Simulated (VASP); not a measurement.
# Se (Cmcm) in VASP: a series of runs

Runs on Se. Level: PBEsol. Tasks: single point.

Everything below comes from runs of VASP 6.6.1. Logs are shortened: lines on timing, memory, paths and dates and some standing lists are left out, and cuts for length are marked.

**1. The cell of the first run**

The structure is orthorhombic, space group Cmcm (No. 63). Conventional cell: a = 2.812 Å, b = 8.145 Å, c = 4.652 Å, α = 90.00°, β = 90.00°, γ = 90.00°. Se (site symmetry m2m) has 4 Se at 2.55 to 2.81 Å within 3.4 Å.

**2. Single point, PBEsol**

INCAR reads:

```
SYSTEM = Se
  PREC = Accurate
  ENCUT = 520
  EDIFF = 1E-6
  ISMEAR = -1
  SIGMA = 0.05
  LREAL = .FALSE.
  LASPH = .TRUE.
  NELM = 80
  ALGO = Normal
  ISIF = 2
  LWAVE = .FALSE.
  LCHARG = .TRUE.
  GGA = PS
  LELF = .TRUE.
  LVHAR = .TRUE.
  NBANDS = 13
```

KPOINTS reads:

```
Automatic mesh
0
G
  8 8 4
  0 0 0
```

POSCAR reads:

```
Se
1.0
    1.4057924069     -4.0723847039      0.0000000000
    1.4057924069      4.0723847039      0.0000000000
    0.0000000000      0.0000000000      4.6515602580
Se
2
Direct
    0.9356550000      0.0643450000      0.2500000000
    0.0643450000      0.9356550000      0.7500000000
```

Potentials or basis: VASP PAW PBE potentials, release 64 (Se).

The run is started by

```
cat potpaw_PBE.64/Se/POTCAR > POTCAR
mpirun -np 1 vasp_std > vasp.out
```

OUTCAR:

```text
SYSTEM = Se
   PREC = Accurate
   ENCUT = 520
   EDIFF = 1E-6
   ISMEAR = -1
   LREAL = .FALSE.
   LASPH = .TRUE.
   NELM = 80
   ISIF = 2
   GGA = PS

 ion  position               nearest neighbor table
   1  0.936  0.064  0.250-   2 2.55   2 2.55
   2  0.064  0.936  0.750-   1 2.55   1 2.55

  LATTYP: Found a base centered orthorhombic cell.
 ALAT       =     2.8115848138
 B/A-ratio  =     2.8968606488
 C/A-ratio  =     1.6544264413

  Lattice vectors:

 A1 = (   1.4057924069,  -4.0723847039,   0.0000000000)
 A2 = (   1.4057924069,   4.0723847039,   0.0000000000)
 A3 = (   0.0000000000,   0.0000000000,   4.6515602580)

Analysis of symmetry for initial positions (statically):
=====================================================================
 Subroutine PRICEL returns:
 Original cell was already a primitive cell.

 Routine SETGRP: Setting up the symmetry group for a
 base centered orthorhombic supercell.

 Subroutine GETGRP returns: Found  8 space group operations
 (whereof  4 operations were pure point group operations)
 out of a pool of  8 trial point group operations.

The static configuration has the point symmetry C_2h.
 The point group associated with its full space group is D_2h.

Analysis of symmetry for dynamics (positions and initial velocities):
=====================================================================
 Subroutine PRICEL returns:
 Original cell was already a primitive cell.

 Routine SETGRP: Setting up the symmetry group for a
 base centered orthorhombic supercell.

 Subroutine GETGRP returns: Found  8 space group operations
 (whereof  4 operations were pure point group operations)
 out of a pool of  8 trial point group operations.

The dynamic configuration has the point symmetry C_2h.
 The point group associated with its full space group is D_2h.

 Subroutine INISYM returns: Found  8 space group operations
 (whereof  4 operations are pure point group operations),
 and found     1 'primitive' translations

----------------------------------------------------------------------------------------

                                     Primitive cell

  volume of cell :      53.2597

  direct lattice vectors                    reciprocal lattice vectors
     1.405792407 -4.072384704  0.000000000     0.355671291 -0.122778184  0.000000000
     1.405792407  4.072384704  0.000000000     0.355671291  0.122778184  0.000000000
     0.000000000  0.000000000  4.651560258     0.000000000  0.000000000  0.214981629

  length of vectors
[... 85 lines left out ...]
   NSW    =      0    number of steps for IOM
   IBRION =     -1    ionic relax: 0-MD 1-quasi-New 2-CG
   NFREE  =      0    steps in history (QN), initial steepest desc. (CG)
   ISIF   =      2    stress and relaxation
   ISYM   =      2    0-nonsym 1-usesym 2-fastsym
   POTIM  = 0.5000    time-step for ionic-motion
   TEBEG  =    0.0;   TEEND  =   0.0 temperature during run
   PSTRESS=    0.0 pullay stress
   NELECT =      12.0000    total number of electrons
   NUPDOWN=      -1.0000    fix difference up-down
   EMIN   =  10.00;   EMAX   =-10.00  energy-range for DOS
   EFERMI =   0.00;   METHOD = LEGACY
   ISMEAR =    -1;   SIGMA  =   0.05  broadening in eV -4-tet -1-fermi 0-gaus
   EFERMI_NEDOS =   21; number of points for ismear=-14 and -15
   IALGO  =     38    algorithm
   IMIX   =      4    mixing-type and parameters
     AMIX     =   0.40;   BMIX     =  1.00
     AMIX_MAG =   1.60;   BMIX_MAG =  1.00
  volume/ion in A,a.u.               =      26.63       179.71
  Fermi-wavevector in a.u.,A,eV,Ry     =   0.996175  1.882498 13.501944  0.992365
  Thomas-Fermi vector in A             =   2.128246
   LORBIT       =      0    0 simple, 1 ext, 2 COOP (PROOUT), +10 PAW based schemes
   GGA     = PS    functional components
   LHFCALC =     F    Hartree Fock is set to
   AEXX    =    0.0000 exact exchange contribution
   IVDW    =     0    specifies the selected vdW correction
   LEPSILON=     F    determine dielectric tensor
   LRPA    =     F    only Hartree local field effects (RPA)
 non-spin polarized calculation
  energy-cutoff  :      520.00
  volume of cell :       53.26
 maximum number of plane-waves:      1452
   NGX = 15   NGY = 15   NGZ = 17

 number of electron      12.0000001 magnetization

 Free energy of the ion-electron system (eV)
  ---------------------------------------------------
  ext. energy  EPLUGINS =         0.00000000
  ---------------------------------------------------
  free energy    TOTEN  =        -7.38041878 eV

  energy without entropy =       -7.36890653  energy(sigma->0) =       -7.37466265

 E-fermi :   2.8346     XC(G=0):  -9.1699

 val. band max:        2.8222946400   @ k =   0.5000  -0.0000   0.2500
 cond. band min:       2.8572507649   @ k =  -0.2500   0.1250   0.0000
 fundamental gap:      0.0349561249
 Fermi energy:         2.8345798259

 k-point     1 :       0.0000    0.0000    0.0000
  band No.  band energies     occupation
      1     -12.8781      2.00000
      2      -9.0439      2.00000
      3      -3.5389      2.00000
      4       0.6184      2.00000
      5       0.7931      2.00000
      6       4.8316      0.00000
      7       5.1922      0.00000
      8       7.1233      0.00000
      9       8.1813      0.00000
     10       9.6456      0.00000
     11      11.6860      0.00000
     12      11.7712      0.00000
     13      15.5405      0.00000
[... 354 lines left out ...]
  band No.  band energies     occupation
      1     -11.6320      2.00000
      2      -9.1283      2.00000
      3      -1.8358      2.00000
      4       0.1115      2.00000
      5       1.0280      2.00000
      6       1.9142      2.00000
      7       2.2263      1.99999
      8       5.1983      0.00000
      9       9.3489      0.00000
     10      10.0623      0.00000
     11      11.2998      0.00000
     12      13.2377      0.00000
     13      13.3283      0.00000

 [... further k-points ...]
[... 5 lines left out ...]
  --------------------------------------------------------------------------------------
  -------------------------------------------------------------------------------------
  Total       -1.0236877     -0.4513063     -0.4742367      0.0000000      0.0000000      0.0000000
  in kB      -30.7949449    -13.5763591    -14.2661591      0.0000000      0.0000000      0.0000000
  external PRESSURE =     -19.5458210 kB  Pullay stress =       0.0000000 kB

 VOLUME and BASIS-vectors are now :
 -----------------------------------------------------------------------------
  energy-cutoff  :      520.00
  volume of cell :       53.26
      direct lattice vectors                 reciprocal lattice vectors
     1.405792407 -4.072384704  0.000000000     0.355671291 -0.122778184  0.000000000
     1.405792407  4.072384704  0.000000000     0.355671291  0.122778184  0.000000000
     0.000000000  0.000000000  4.651560258     0.000000000  0.000000000  0.214981629

 POSITION                                       TOTAL-FORCE (eV/Angst)
 -----------------------------------------------------------------------------------
      1.40579     -3.54831      1.16289         0.000000     -0.176617     -0.000000
      1.40579      3.54831      3.48867         0.000000      0.176617      0.000000
 -----------------------------------------------------------------------------------
    total drift:                                0.000000      0.000000     -0.000000

  FREE ENERGIE OF THE ION-ELECTRON SYSTEM (eV)
  ---------------------------------------------------
  free  energy   TOTEN  =        -7.3804187765 eV

  energy  without entropy=       -7.3689065261  energy(sigma->0) =       -7.37466265
```

OSZICAR:

```text
N       E                     dE             d eps       ncg     rms          rms(c)
DAV:   1     0.455329685122E+02    0.45533E+02   -0.49128E+03  1638   0.768E+02
DAV:   2    -0.462086585319E+01   -0.50154E+02   -0.47425E+02  2284   0.123E+02
DAV:   3    -0.740274657035E+01   -0.27819E+01   -0.27580E+01  2058   0.318E+01
DAV:   4    -0.742148559442E+01   -0.18739E-01   -0.18735E-01  1926   0.308E+00
DAV:   5    -0.742158709138E+01   -0.10150E-03   -0.10150E-03  2073   0.231E-01    0.525E+00
DAV:   6    -0.739112589156E+01    0.30461E-01   -0.19649E-02  1943   0.731E-01    0.317E+00
DAV:   7    -0.738082430007E+01    0.10302E-01   -0.34396E-02  1958   0.998E-01    0.175E-01
DAV:   8    -0.738044529609E+01    0.37900E-03   -0.33561E-03  1798   0.309E-01    0.464E-02
DAV:   9    -0.738041569670E+01    0.29599E-04   -0.66043E-05  1948   0.456E-02    0.214E-02
DAV:  10    -0.738041971999E+01   -0.40233E-05   -0.76785E-06  1988   0.180E-02    0.690E-03
DAV:  11    -0.738041877645E+01    0.94353E-06   -0.40696E-06  1908   0.105E-02
   1 F= -.73804188E+01 E0= -.73746627E+01  d E =-.115123E-01
```

It took 56 s on 1 thread of AMD EPYC 7R13 (Zen 3), shared host; peak memory 0.16 GiB.

Results:

```yaml
Free_energy: -7.3804 eV
Pressure: -2.0 GPa
Largest_force: 0.177 eV/Å
Band_gap_on_the_k_mesh: zero (band 6 reaches 4.90 eV, above the bottom of band 7 at 2.14 eV)
```

Forces in eV/Å, atoms in the order of the input:
```
Se   0.000 -0.177  0.000
Se   0.000  0.177  0.000
```

Caveat: the PAW data sets were made with another functional, which shifts forces and pressure a little.

**3. Single point, PBEsol**

This run uses another cell than the first one, of 27.28 Å³/atom, 1.024 times its volume.

INCAR reads:

```
SYSTEM = Se
PREC     = Accurate       ! precision mode
ENCUT    = 520            ! plane-wave cutoff, eV
EDIFF    = 1E-6           ! SCF threshold, eV
ISMEAR   = -1             ! smearing method
SIGMA    = 0.05           ! smearing width, eV
LREAL    = .False.        ! projectors in reciprocal space
LASPH    = .True.         ! aspherical terms in the spheres
NELM     = 100            ! most SCF steps
ALGO     = Normal         ! electronic algorithm
ISIF     = 2              ! what is computed and relaxed
LWAVE    = .False.        ! write WAVECAR
LCHARG   = .True.         ! write CHGCAR
GGA      = PS             ! functional
LELF     = .True.         ! ELF
LVHAR    = .True.       
NBANDS   = 13             ! bands
```

KPOINTS reads:

```
Automatic mesh
0
Gamma
  8 8 4
  0 0 0
```

POSCAR reads:

```
Se
1.0
    1.4171299320     -4.1052279344      0.0000000000
    1.4171299320      4.1052279344      0.0000000000
    0.0000000000      0.0000000000      4.6890744608
Se
2
Direct
    0.9356550000      0.0643450000      0.2500000000
    0.0643450000      0.9356550000      0.7500000000
```

Potentials or basis: VASP PAW PBE potentials, release 64 (Se).

The run is started by

```
cat potpaw_PBE.64/Se/POTCAR > POTCAR
mpirun -np 1 vasp_std > vasp.out
```

It took 52 s on 1 thread of AMD EPYC 7R13 (Zen 3), shared host; peak memory 0.17 GiB.

The run converged. Its results:

- Free energy: -7.3597 eV
- Pressure: -3.1 GPa
- Largest force: 0.258 eV/Å
- Band gap on the k mesh: zero (band 6 reaches 4.62 eV, above the bottom of band 7 at 1.92 eV)

Forces on the atoms (eV/Å):
```
Se   0.000 -0.258  0.000
Se   0.000  0.258  0.000
```

Stress tensor (GPa, compression positive):
```
-4.52  0.00  0.00
 0.00 -1.64  0.00
 0.00  0.00 -3.26
```

Levels at points of the mesh, in eV from the Fermi level:
```
           k point  band 3  band 4  band 5  band 6  band 7  band 8  band 9  band 10
(0.00, 0.00, 0.00)   -6.20   -2.13   -1.96    1.94    2.32    4.14    5.34     6.83
(0.50, 0.00, 0.00)   -6.23   -4.42   -3.35   -1.04   -0.29    3.16    5.05     5.81
(0.50, 0.50, 0.00)   -5.91   -3.97   -1.94    0.78    1.76    4.23    8.38    10.55
(0.00, 0.00, 0.50)   -3.53   -3.53    0.26    0.26    2.91    2.91    4.96     4.96
(0.50, 0.00, 0.50)   -5.05   -5.05   -2.40   -2.40    2.23    2.23    5.38     5.38
(0.50, 0.50, 0.50)   -4.95   -4.95    0.91    0.91    2.81    2.81    7.91     7.91
```

Caveat: the PAW data sets were made with another functional, which shifts forces and pressure a little.

(Continued in part 2 of 2.)
